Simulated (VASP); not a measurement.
# RbP2N2 in VASP: a series of runs, part 2 of 2

VASP 6.6.1. The steps go on from the part before.

### 3 Single point, PBE, collinear spin, ferromagnetic start

INCAR reads:

```
ALGO = Normal
EDIFF = 1E-7
ENCUT = 520
GGA = PE
ISIF = 2
ISMEAR = 0
ISPIN = 2
LASPH = T
LCHARG = F
LORBIT = 11
LREAL = F
LWAVE = F
MAGMOM = 0 0 0 1 1
NBANDS = 26
NELM = 150
PREC = Accurate
SIGMA = 0.1
```

KPOINTS reads:

```
k-points
0
Gamma
  4 4 4
```

POSCAR reads:

```
RbP2N2
1.0
    2.6663690975     -3.4555816684      0.0000000000
    2.6663690975      3.4555816684      0.0000000000
   -1.0385601059      0.0000000000      5.9955944995
Rb P N
1 2 2
Direct
    0.1270414524      0.1270414524      0.5694515500
    0.5265951991      0.9225382662      0.0671347119
    0.9225382662      0.5265951991      0.0671347119
    0.6946654754      0.1939578060      0.9117415017
    0.1939578060      0.6946654754      0.9117415017
```

Potentials or basis: VASP PAW PBE potentials, release 64 (Rb_sv, P, N).

Command:

```sh
$ cat potpaw_PBE.64/Rb_sv/POTCAR potpaw_PBE.64/P/POTCAR potpaw_PBE.64/N/POTCAR > POTCAR
$ mpirun -np 1 vasp_std > vasp.out
```

OUTCAR:

```text
EDIFF = 1E-7
   ENCUT = 520
   GGA = PE
   ISIF = 2
   ISMEAR = 0
   ISPIN = 2
   LASPH = T
   LORBIT = 11
   LREAL = F
   NELM = 150
   PREC = Accurate

 ion  position               nearest neighbor table
   1  0.127  0.127  0.569-   4 2.99   5 2.99   4 3.00   5 3.00   2 3.64   3 3.64   3 3.69   2 3.69
                             2 3.81   3 3.81   2 4.23   3 4.23   2 4.23   3 4.23
   2  0.527  0.923  0.067-   4 1.67   5 1.67   3 2.74   3 2.76   3 2.76   1 3.64   1 3.69   1 3.81
                             1 4.23   1 4.23
   3  0.923  0.527  0.067-   5 1.67   4 1.67   2 2.74   2 2.76   2 2.76   1 3.64   1 3.69   1 3.81
                             1 4.23   1 4.23
   4  0.695  0.194  0.912-   2 1.67   3 1.67   1 2.99   1 3.00
   5  0.194  0.695  0.912-   3 1.67   2 1.67   1 2.99   1 3.00

  LATTYP: Found a base centered monoclinic cell.
 ALAT       =     5.3327381950
 B/A-ratio  =     1.2959877429
 C/A-ratio  =     1.1410422637
 COS(beta)  =    -0.1706788242

  Lattice vectors:

 A1 = (   2.6663690975,  -3.4555816684,   0.0000000000)
 A2 = (   2.6663690975,   3.4555816684,   0.0000000000)
 A3 = (  -1.0385601059,   0.0000000000,   5.9955944995)

Analysis of symmetry for initial positions (statically):
=====================================================================
 Subroutine PRICEL returns:
 Original cell was already a primitive cell.

 Routine SETGRP: Setting up the symmetry group for a
 base centered monoclinic supercell.

 Subroutine GETGRP returns: Found  2 space group operations
 (whereof  2 operations were pure point group operations)
 out of a pool of  4 trial point group operations.

The static configuration has the point symmetry C_1h.

Analysis of symmetry for dynamics (positions and initial velocities):
=====================================================================
 Subroutine PRICEL returns:
 Original cell was already a primitive cell.

 Routine SETGRP: Setting up the symmetry group for a
[... 178 lines left out ...]
 cond. band min:       2.6921117512   @ k =  -0.2500  -0.2500   0.2500
 fundamental gap:      0.0439308150
 Fermi energy:         2.6695797839

 spin component 1

 k-point     1 :       0.0000    0.0000    0.0000
  band No.  band energies     occupation
      1     -24.3101      1.00000
      2     -15.9021      1.00000
      3     -13.1844      1.00000
      4      -8.9715      1.00000
      5      -8.5604      1.00000
      6      -8.4033      1.00000
[... 685 lines left out ...]
     25      11.2634      0.00000
     26      11.5570      0.00000
 Fermi energy:         2.6695797839

 spin component 2

 k-point     1 :       0.0000    0.0000    0.0000
  band No.  band energies     occupation
      1     -24.3101      1.00000
      2     -15.9021      1.00000
      3     -13.1844      1.00000
      4      -8.9715      1.00000
      5      -8.5604      1.00000
      6      -8.4033      1.00000
[... 685 lines left out ...]
     25      11.2634      0.00000
     26      11.5563      0.00000

------------------------ aborting loop because EDIFF is reached ----------------------------------------

  FORCE on cell =-STRESS in cart. coord.  units (eV):
  Direction    XX          YY          ZZ          XY          YZ          ZX
  --------------------------------------------------------------------------------------
  -------------------------------------------------------------------------------------
  Total       -0.5348930     -0.0234210     -0.2417269      0.0000000      0.0000000     -0.0604676
  in kB       -7.7566435     -0.3396347     -3.5053546      0.0000000      0.0000000     -0.8768592
  external PRESSURE =      -3.8672109 kB  Pullay stress =       0.0000000 kB

 VOLUME and BASIS-vectors are now :
 -----------------------------------------------------------------------------
  energy-cutoff  :      520.00
  volume of cell :      110.49
      direct lattice vectors                 reciprocal lattice vectors
     2.666369098 -3.455581668  0.000000000     0.187520925 -0.144693440  0.032482476
     2.666369098  3.455581668  0.000000000     0.187520925  0.144693440  0.032482476
    -1.038560106  0.000000000  5.995594500     0.000000000  0.000000000  0.166789132

 POSITION                                       TOTAL-FORCE (eV/Angst)
 -----------------------------------------------------------------------------------
      0.08607      0.00000      3.41420         0.000929      0.000000      0.008915
      3.79420      1.36821      0.40251        -0.032964      0.140666     -0.139390
      3.79420     -1.36821      0.40251        -0.032964     -0.140666     -0.139390
      1.42250     -1.73024      5.46643         0.032499      0.019349      0.134933
      1.42250      1.73024      5.46643         0.032499     -0.019349      0.134933
 -----------------------------------------------------------------------------------
    total drift:                                0.000118     -0.000000      0.000329

  FREE ENERGIE OF THE ION-ELECTRON SYSTEM (eV)
  ---------------------------------------------------
  free  energy   TOTEN  =       -29.8043842261 eV

  energy  without entropy=      -29.7976850052  energy(sigma->0) =      -29.80103462

 total charge

# of ion       s       p       d       tot
------------------------------------------
    1        1.942   5.348   0.025   7.315
    2        1.049   1.398   0.000   2.447
    3        1.049   1.398   0.000   2.447
    4        1.262   2.547   0.000   3.809
    5        1.262   2.547   0.000   3.809
--------------------------------------------------
tot          6.563  13.238   0.025  19.826

 magnetization (x)

# of ion       s       p       d       tot
------------------------------------------
    1        0.000   0.000   0.000   0.000
    2        0.000  -0.000   0.000   0.000
    3        0.000  -0.000   0.000   0.000
    4       -0.000  -0.000   0.000  -0.000
    5       -0.000  -0.000   0.000  -0.000
--------------------------------------------------
tot          0.000  -0.000   0.000  -0.000
```

OSZICAR:

```text
N       E                     dE             d eps       ncg     rms          rms(c)
DAV:   1     0.143208962151E+03    0.14321E+03   -0.12590E+04  2496   0.949E+02
DAV:   2    -0.214035640311E+02   -0.16461E+03   -0.15568E+03  3384   0.209E+02
DAV:   3    -0.332383562427E+02   -0.11835E+02   -0.11732E+02  3420   0.553E+01
DAV:   4    -0.334786258201E+02   -0.24027E+00   -0.23996E+00  3792   0.734E+00
DAV:   5    -0.334828588943E+02   -0.42331E-02   -0.42319E-02  3324   0.806E-01    0.189E+01
DAV:   6    -0.297004384109E+02    0.37824E+01   -0.18565E+01  3032   0.222E+01    0.997E+00
DAV:   7    -0.298381321160E+02   -0.13769E+00   -0.21013E+00  2986   0.753E+00    0.449E+00
DAV:   8    -0.298035321510E+02    0.34600E-01   -0.22033E-01  3520   0.219E+00    0.209E+00
DAV:   9    -0.297981144982E+02    0.54177E-02   -0.29593E-02  3456   0.971E-01    0.862E-01
DAV:  10    -0.298013884759E+02   -0.32740E-02   -0.95680E-03  3246   0.475E-01    0.245E-01
DAV:  11    -0.298033363487E+02   -0.19479E-02   -0.20998E-03  2782   0.244E-01    0.107E-01
DAV:  12    -0.298041579913E+02   -0.82164E-03   -0.60825E-04  2812   0.127E-01    0.567E-02
DAV:  13    -0.298043114899E+02   -0.15350E-03   -0.12780E-04  2936   0.550E-02    0.259E-02
DAV:  14    -0.298043752425E+02   -0.63753E-04   -0.57280E-05  2768   0.361E-02    0.151E-02
DAV:  15    -0.298043807624E+02   -0.55198E-05   -0.84663E-06  3360   0.141E-02    0.677E-03
DAV:  16    -0.298043828724E+02   -0.21100E-05   -0.18763E-06  2770   0.670E-03    0.257E-03
DAV:  17    -0.298043841616E+02   -0.12893E-05   -0.13493E-06  2682   0.548E-03    0.129E-03
DAV:  18    -0.298043842261E+02   -0.64444E-07   -0.86595E-08  2766   0.166E-03
   1 F= -.29804384E+02 E0= -.29801035E+02  d E =-.669922E-02  mag=    -0.0000
```

Wall time 50 s (1 thread of Intel Xeon 6975P-C (Granite Rapids), shared host); peak memory 0.31 GiB.

Results:

* Free energy: -29.8044 eV
* Pressure: -0.4 GPa
* Largest force: 0.201 eV/Å
* Net moment: 0.00 μB per cell
* Valence electrons inside the program's atomic spheres: Rb 7.32; P 2.45; N 3.81

Forces in eV/Å, atoms in the order of the input:
```
Rb   0.001  0.000  0.009
P   -0.033  0.141 -0.139
P   -0.033 -0.141 -0.139
N    0.032  0.019  0.135
N    0.032 -0.019  0.135
```

Levels at points of the mesh, in eV from the Fermi level:
Spin up:
```
           k point  band 11  band 12  band 13  band 14  band 15  band 16  band 17  band 18
(0.00, 0.00, 0.00)    -4.13    -4.07    -2.65    -2.64    -1.82     3.04     3.54     3.73
(0.50, 0.00, 0.00)    -5.01    -4.10    -2.10    -1.60     0.40     2.50     3.62     4.14
(0.50, 0.50, 0.00)    -4.33    -3.90    -1.70    -1.35     0.85     1.93     2.56     3.62
(0.00, 0.00, 0.50)    -4.14    -4.03    -2.66    -2.64    -1.10     2.25     3.65     4.19
(0.50, 0.00, 0.50)    -5.03    -4.02    -2.17    -1.32     0.42     2.41     3.83     4.13
(0.50, 0.50, 0.50)    -4.30    -3.95    -1.70    -1.51     0.43     1.86     2.49     3.66
```
Spin down:
| k point | band 10 | band 11 | band 12 | band 13 | band 14 | band 15 | band 16 | band 17 | band 18 | band 19 |
| --- | --- | --- | --- | --- | --- | --- | --- | --- | --- | --- |
| (0.00, 0.00, 0.00) | -4.22 | -4.13 | -4.07 | -2.65 | -2.64 | -1.82 | 3.04 | 3.54 | 3.73 | 4.04 |
| (0.50, 0.00, 0.00) | -6.04 | -5.01 | -4.10 | -2.10 | -1.60 | 0.40 | 2.50 | 3.62 | 4.14 | 4.52 |
| (0.50, 0.50, 0.00) | -5.09 | -4.33 | -3.90 | -1.70 | -1.35 | 0.85 | 1.93 | 2.56 | 3.62 | 4.58 |
| (0.00, 0.00, 0.50) | -4.25 | -4.14 | -4.03 | -2.66 | -2.64 | -1.10 | 2.25 | 3.65 | 4.19 | 4.23 |
| (0.50, 0.00, 0.50) | -6.19 | -5.03 | -4.02 | -2.17 | -1.32 | 0.42 | 2.41 | 3.83 | 4.13 | 4.45 |
| (0.50, 0.50, 0.50) | -5.09 | -4.30 | -3.95 | -1.70 | -1.51 | 0.43 | 1.86 | 2.49 | 3.66 | 4.71 |

Caveat: the k points lie up to 0.38 Å⁻¹ apart.

### 4 Single point, PBE

INCAR reads:

```
SYSTEM = RbP2N2
PREC     = Accurate       ! precision mode
ENCUT    = 520            ! plane-wave cutoff, eV
EDIFF    = 1E-6           ! SCF threshold, eV
ISMEAR   = 0              ! smearing method
SIGMA    = 0.1            ! smearing width, eV
LREAL    = .False.        ! projectors in reciprocal space
LASPH    = .True.         ! aspherical terms in the spheres
NELM     = 80             ! most SCF steps
ALGO     = Normal         ! electronic algorithm
ISIF     = 2              ! what is computed and relaxed
LWAVE    = .False.        ! write WAVECAR
LCHARG   = .False.        ! write CHGCAR
GGA      = PE             ! functional
NBANDS   = 22             ! bands
```

KPOINTS reads:

```
regular mesh
0
Gamma
  10 10 6
  0 0 0
```

POSCAR reads:

```
RbP2N2
1.0
    2.6654632946     -3.4604584762     -0.0020954593
    2.6654632946      3.4604584762     -0.0020954593
   -1.0429191399      0.0000000000      5.9966319344
Rb P N
1 2 2
Direct
    0.1261874781      0.1261874781      0.5698273564
    0.5259273232      0.9238584932      0.0671556871
    0.9238584932      0.5259273232      0.0671556871
    0.6943805374      0.1944443673      0.9115326233
    0.1944443673      0.6943805374      0.9115326233
```

Command:

```sh
$ cat potpaw_PBE.64/Rb_sv/POTCAR potpaw_PBE.64/P/POTCAR potpaw_PBE.64/N/POTCAR > POTCAR
$ mpirun -np 1 vasp_std > vasp.out
```

Wall time 2 min (1 thread of Intel Xeon 6975P-C (Granite Rapids), shared host); peak memory 0.49 GiB.

Results (log left out):

| Property | Result |
| --- | --- |
| Free energy | -29.7541 eV |
| Pressure | -0.3 GPa |
| Largest force | 0.125 eV/Å |
| Band gap on the k mesh | zero (an odd number of electrons rules out a gap without spin polarisation) |

Forces on the atoms (eV/Å):
```
Rb   0.001  0.000  0.002
P   -0.003  0.041 -0.118
P   -0.003 -0.041 -0.118
N    0.003  0.000  0.117
N    0.003  0.000  0.117
```

Stress tensor (GPa, compression positive):
```
-0.44  0.00 -0.01
 0.00 -0.02  0.00
-0.01  0.00 -0.32
```

Levels at points of the mesh, in eV from the Fermi level:
| k point | band 13 | band 14 | band 15 | band 16 | band 17 | band 18 |
| --- | --- | --- | --- | --- | --- | --- |
| (0.00, 0.00, 0.00) | -2.75 | -2.73 | -1.90 | 2.94 | 3.47 | 3.63 |
| (0.50, 0.00, 0.00) | -2.18 | -1.70 | 0.33 | 2.39 | 3.55 | 4.05 |
| (0.50, 0.50, 0.00) | -1.80 | -1.45 | 0.76 | 1.81 | 2.47 | 3.56 |
| (0.00, 0.00, 0.50) | -2.76 | -2.74 | -1.19 | 2.16 | 3.56 | 4.07 |
| (0.50, 0.00, 0.50) | -2.24 | -1.42 | 0.36 | 2.30 | 3.76 | 4.06 |
| (0.50, 0.50, 0.50) | -1.80 | -1.61 | 0.35 | 1.74 | 2.42 | 3.62 |

### 5 Summary

| spin | cell | k mesh | gap on the mesh (eV) | pressure (GPa) | largest force (eV/Å) |
| --- | --- | --- | --- | --- | --- |
| off | a = 4.360, b = 4.369, c = 6.085 Å, angles 95.9, 96.1, 104.7°, 5 atoms, atomic positions A | 6 × 4 × 4 | none | -0.3 | 0.15 |
| collinear, ferromagnetic start | a = 4.365, b = 4.365, c = 6.085 Å, angles 96.0, 96.0, 104.7°, 5 atoms, atomic positions B | 4 × 4 × 4 | none | -0.4 | 0.20 |
| off | a = 4.368, b = 4.368, c = 6.087 Å, angles 96.0, 96.0, 104.8°, 5 atoms, atomic positions C | 10 × 10 × 6 | none | -0.3 | 0.12 |

Alike in all rows: task single point; level PBE; potentials or basis VASP PAW PBE potentials, release 64 (Rb_sv, P, N); cutoff (eV) 520; smearing gaussian 0.1 eV.

Caveats: some runs use coarse meshes.

Absolute energies hang on the potentials; compare differences alone.

The gap in the log of VASP goes by the Fermi energy; the results here count the filled bands.